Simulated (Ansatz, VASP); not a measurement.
## One calculation of C, two programs

```
CELL_PARAMETERS angstrom
1.22805 -2.12706 0.00000
1.22805 2.12706 0.00000
0.00000 0.00000 7.17327
ATOMIC_POSITIONS crystal
C 0.08338 0.91662 0.75314
C 0.58338 0.41662 0.24686
C 0.91662 0.08338 0.24686
C 0.41662 0.58338 0.75314
```

Alike in both runs: task relaxation of cell and atoms; functional PBEsol; dispersion D3(BJ); k mesh 10 × 10 × 3; occupations fermi-dirac, width 0.1 eV; no spin polarisation.

|  | VASP | Ansatz |
| --- | --- | --- |
| version | VASP 6.6.1 | Ansatz 0.2.0 |
| potentials or method | VASP PAW PBE potentials, release 64 (C), cutoff 600 eV | plane waves, PAW |
| valence electrons in the cell | 16 | 16 |

|  | VASP | Ansatz | Ansatz less VASP |
| --- | --- | --- | --- |
| relaxed volume (Å³/atom) | 8.69 | 8.75 | +0.056 |
| relaxed cell length with the largest relative difference (Å) | 6.642 | 6.689 | +0.0466 |

VASP's potentials were made for PBE, not for PBEsol.
